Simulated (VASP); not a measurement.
# MgO (P6_3mc) in VASP: notebook, part 2 of 2

VASP 6.6.1. Earlier steps stand in the parts before.

## 3. Single point, PBEsol

This run uses another cell than the first one, of 12.61 Å³/atom, 1.010 times its volume.

INCAR reads:

```
SYSTEM = MgO
PREC     = Accurate       ! precision mode
ENCUT    = 520            ! plane-wave cutoff, eV
EDIFF    = 1E-7           ! SCF threshold, eV
ISMEAR   = 0              ! smearing method
SIGMA    = 0.05           ! smearing width, eV
LREAL    = .FALSE.        ! projectors in reciprocal space
LASPH    = .TRUE.         ! aspherical terms in the spheres
NELM     = 60             ! most SCF steps
ALGO     = Normal         ! electronic algorithm
ISIF     = 2              ! what is computed and relaxed
LWAVE    = .FALSE.        ! write WAVECAR
LCHARG   = .FALSE.        ! write CHGCAR
GGA      = PS             ! functional
NBANDS   = 16             ! bands
```

KPOINTS reads:

```
Automatic mesh
0
G
  9 9 6
  0 0 0
```

POSCAR reads:

```
MgO
1.0
    3.4769000000      0.0000000000      0.0000000000
   -1.7384500000      3.0110837264      0.0000000000
    0.0000000000      0.0000000000      4.8186000000
Mg O
2 2
Direct
    0.3333333333      0.6666666667      0.0036583380
    0.6666666667      0.3333333333      0.5036583380
    0.3333333333      0.6666666667      0.4009416620
    0.6666666667      0.3333333333      0.9009416620
```

Potentials or basis: VASP PAW PBE potentials, release 64 (Mg, O).

The run is started by

```console
cat potpaw_PBE.64/Mg/POTCAR potpaw_PBE.64/O/POTCAR > POTCAR
mpirun -np 1 vasp_std > vasp.out
```

OUTCAR:

```text
SYSTEM = MgO
   PREC = Accurate
   ENCUT = 520
   EDIFF = 1E-7
   ISMEAR = 0
   LREAL = .FALSE.
   LASPH = .TRUE.
   NELM = 60
   ISIF = 2
   GGA = PS

 ion  position               nearest neighbor table
   1  0.333  0.667  0.004-   3 1.91   4 2.07   4 2.07   4 2.07   2 3.14   2 3.14   2 3.14   2 3.14
                             2 3.14   2 3.14
   2  0.667  0.333  0.504-   4 1.91   3 2.07   3 2.07   3 2.07   1 3.14   1 3.14   1 3.14   1 3.14
                             1 3.14   1 3.14
   3  0.333  0.667  0.401-   1 1.91   2 2.07   2 2.07   2 2.07
   4  0.667  0.333  0.901-   2 1.91   1 2.07   1 2.07   1 2.07

  LATTYP: Found a hexagonal cell.
 ALAT       =     3.4769000000
 C/A-ratio  =     1.3858897294

  Lattice vectors:

 A1 = (   3.4769000000,   0.0000000000,   0.0000000000)
 A2 = (  -1.7384500000,   3.0110837264,   0.0000000000)
 A3 = (   0.0000000000,   0.0000000000,   4.8186000000)

Analysis of symmetry for initial positions (statically):
=====================================================================
 Subroutine PRICEL returns:
 Original cell was already a primitive cell.

[... 180 lines left out ...]
 fundamental gap:      2.9243723474
 Fermi energy:         0.9870090631

 k-point     1 :       0.0000    0.0000    0.0000
  band No.  band energies     occupation
      1     -15.3104      2.00000
      2     -14.4631      2.00000
      3      -2.3173      2.00000
      4      -0.2008      2.00000
      5      -0.2008      2.00000
      6       0.2685      2.00000
[... 433 lines left out ...]
      3      -1.9347      2.00000
      4      -1.4907      2.00000
      5      -1.4907      2.00000
      6      -0.4609      2.00000
[... 8 lines left out ...]
     15      13.7385      0.00000
     16      16.5248      0.00000

 [... further k-points ...]

------------------------ aborting loop because EDIFF is reached ----------------------------------------

  FORCE on cell =-STRESS in cart. coord.  units (eV):
  Direction    XX          YY          ZZ          XY          YZ          ZX
  --------------------------------------------------------------------------------------
  -------------------------------------------------------------------------------------
  Total       -3.7274014     -3.7274014      1.3726524      0.0000000      0.0000000     -0.0000000
  in kB     -118.3806810   -118.3806810     43.5948564      0.0000000      0.0000000     -0.0000000
  external PRESSURE =     -64.3888352 kB  Pullay stress =       0.0000000 kB

 VOLUME and BASIS-vectors are now :
 -----------------------------------------------------------------------------
  energy-cutoff  :      520.00
  volume of cell :       50.45
      direct lattice vectors                 reciprocal lattice vectors
     3.476900000  0.000000000  0.000000000     0.287612528  0.166053171  0.000000000
    -1.738450000  3.011083726  0.000000000     0.000000000  0.332106341  0.000000000
     0.000000000  0.000000000  4.818600000     0.000000000  0.000000000  0.207529158

 POSITION                                       TOTAL-FORCE (eV/Angst)
 -----------------------------------------------------------------------------------
     -0.00000      2.00739      0.01763        -0.000000     -0.000000     -0.916945
      1.73845      1.00369      2.42693         0.000000     -0.000000     -0.916945
     -0.00000      2.00739      1.93198         0.000000      0.000000      0.916945
      1.73845      1.00369      4.34128        -0.000000     -0.000000      0.916945
 -----------------------------------------------------------------------------------
    total drift:                               -0.000000      0.000000     -0.001009

  FREE ENERGIE OF THE ION-ELECTRON SYSTEM (eV)
  ---------------------------------------------------
  free  energy   TOTEN  =       -24.3204744109 eV

  energy  without entropy=      -24.3204744109  energy(sigma->0) =      -24.32047441
```

OSZICAR:

```text
N       E                     dE             d eps       ncg     rms          rms(c)
DAV:   1     0.595221230857E+02    0.59522E+02   -0.74065E+03  1544   0.875E+02
DAV:   2    -0.238812265338E+02   -0.83403E+02   -0.76285E+02  2080   0.191E+02
DAV:   3    -0.281649623283E+02   -0.42837E+01   -0.42710E+01  1736   0.451E+01
DAV:   4    -0.281839216563E+02   -0.18959E-01   -0.18959E-01  1848   0.351E+00
DAV:   5    -0.281840189173E+02   -0.97261E-04   -0.97261E-04  1776   0.241E-01    0.108E+01
DAV:   6    -0.244522465164E+02    0.37318E+01   -0.10962E+01  1552   0.244E+01    0.403E+00
DAV:   7    -0.243572136607E+02    0.95033E-01   -0.20398E-01  1536   0.358E+00    0.217E+00
DAV:   8    -0.243226687443E+02    0.34545E-01   -0.11403E-01  1640   0.350E+00    0.521E-01
DAV:   9    -0.243198869723E+02    0.27818E-02   -0.61806E-03  1856   0.697E-01    0.124E-01
DAV:  10    -0.243204636336E+02   -0.57666E-03   -0.51796E-04  1568   0.178E-01    0.212E-02
DAV:  11    -0.243204729082E+02   -0.92746E-05   -0.27390E-05  1864   0.397E-02    0.115E-02
DAV:  12    -0.243204740006E+02   -0.10924E-05   -0.31178E-06  1568   0.175E-02    0.554E-03
DAV:  13    -0.243204746190E+02   -0.61837E-06   -0.14062E-06  1584   0.851E-03    0.375E-03
DAV:  14    -0.243204744311E+02    0.18792E-06   -0.14494E-07  1224   0.368E-03    0.131E-03
DAV:  15    -0.243204744109E+02    0.20138E-07   -0.11624E-07   800   0.280E-03
   1 F= -.24320474E+02 E0= -.24320474E+02  d E =-.271114E-14
```

It took 44 s on 1 thread of Intel Xeon Platinum 8259CL at 2.50GHz (Skylake/Cascade Lake), shared host; peak memory 0.19 GiB.

What came out:

```
Free energy            : -24.3205 eV
Pressure               : -6.4 GPa
Largest force          : 0.917 eV/Å
Band gap on the k mesh : 2.92 eV, direct
```

Forces on the atoms (eV/Å):
```
Mg   0.000  0.000 -0.917
Mg   0.000  0.000 -0.917
O    0.000  0.000  0.917
O    0.000  0.000  0.917
```

Stress tensor (GPa, compression positive):
```
-11.84   0.00   0.00
  0.00 -11.84   0.00
  0.00   0.00   4.36
```

Levels at points of the mesh, in eV from the valence-band top:
```
           k point  band 4  band 5  band 6  band 7  band 8  band 9  band 10  band 11  band 12  band 13
(0.00, 0.00, 0.00)   -0.94   -0.94   -0.47   -0.47    0.00    2.92     7.81    10.16    12.72    12.72
(0.00, 0.00, 0.50)   -1.96   -0.71   -0.71   -0.71   -0.71    5.45     5.45    13.08    13.08    13.17
```

Caveat: the PAW data sets were made with another functional, which shifts forces and pressure a little.

## 4. Single point, PBEsol

This run uses another cell than the first one, of 12.57 Å³/atom, 1.006 times its volume.

INCAR reads:

```
  PREC = Accurate
  ENCUT = 520
  EDIFF = 1E-6
  ISMEAR = 0
  SIGMA = 0.05
  LREAL = False
  LASPH = True
  NELM = 100
  ALGO = Normal
  ISIF = 2
  LWAVE = False
  LCHARG = False
  GGA = PS
  NBANDS = 16
```

KPOINTS reads:

```
regular mesh
0
Gamma
  9 9 6
```

POSCAR reads:

```
MgO
1.0
    3.3034678116      0.0000000000      0.0000000000
   -1.6517339058      2.8608870454      0.0000000000
    0.0000000000      0.0000000000      5.3206000000
Mg O
2 2
Direct
    0.3333333333      0.6666666667      0.0036583380
    0.6666666667      0.3333333333      0.5036583380
    0.3333333333      0.6666666667      0.4009416620
    0.6666666667      0.3333333333      0.9009416620
```

The run is started by

```console
cat potpaw_PBE.64/Mg/POTCAR potpaw_PBE.64/O/POTCAR > POTCAR
mpirun -np 1 vasp_std > vasp.out
```

Wall time 34 s (1 thread of Intel Xeon Platinum 8259CL at 2.50GHz (Skylake/Cascade Lake), shared host); peak memory 0.19 GiB.

It converged, with:

| Quantity | Value |
| --- | --- |
| Free energy | -24.4463 eV |
| Pressure | -5.6 GPa |
| Largest force | 0.405 eV/Å |
| Band gap on the k mesh | 3.14 eV, direct |

Forces in eV/Å, atoms in the order of the input:
```
Mg   0.000  0.000  0.405
Mg   0.000  0.000  0.405
O    0.000  0.000 -0.405
O    0.000  0.000 -0.405
```

Stress tensor (GPa, compression positive):
```
 -2.98   0.00   0.00
  0.00  -2.98   0.00
  0.00   0.00 -10.79
```

Levels at points of the mesh, in eV from the valence-band top:
```
           k point  band 4  band 5  band 6  band 7  band 8  band 9  band 10  band 11  band 12  band 13
(0.00, 0.00, 0.00)   -0.51   -0.51   -0.27   -0.27    0.00    3.14     8.15     9.45    14.22    14.22
(0.00, 0.00, 0.50)   -1.92   -0.39   -0.39   -0.39   -0.39    5.57     5.57    12.25    12.25    14.67
```

Caveat: the PAW data sets were made with another functional, which shifts forces and pressure a little.

## 5. The runs side by side

| cell | gap on the mesh (eV) | pressure (GPa) | largest force (eV/Å) |
| --- | --- | --- | --- |
| a = 3.535, b = 3.535, c = 4.618 Å, angles 90.0, 90.0, 120.0°, 4 atoms | 2.93 | -3.6 | 1.99 |
| a = 3.477, b = 3.477, c = 4.819 Å, angles 90.0, 90.0, 120.0°, 4 atoms | 2.92 | -6.4 | 0.92 |
| a = 3.303, b = 3.303, c = 5.321 Å, angles 90.0, 90.0, 120.0°, 4 atoms | 3.14 | -5.6 | 0.40 |

Alike in all rows: task single point; level PBEsol; potentials or basis VASP PAW PBE potentials, release 64 (Mg, O); no spin polarisation; k mesh 9 × 9 × 6; cutoff (eV) 520; smearing gaussian 0.05 eV.

Caveats: the PAW data sets were made with another functional, which shifts forces and pressure a little.

Total energies depend on the potentials used, so only differences within one code and one set of settings carry meaning.
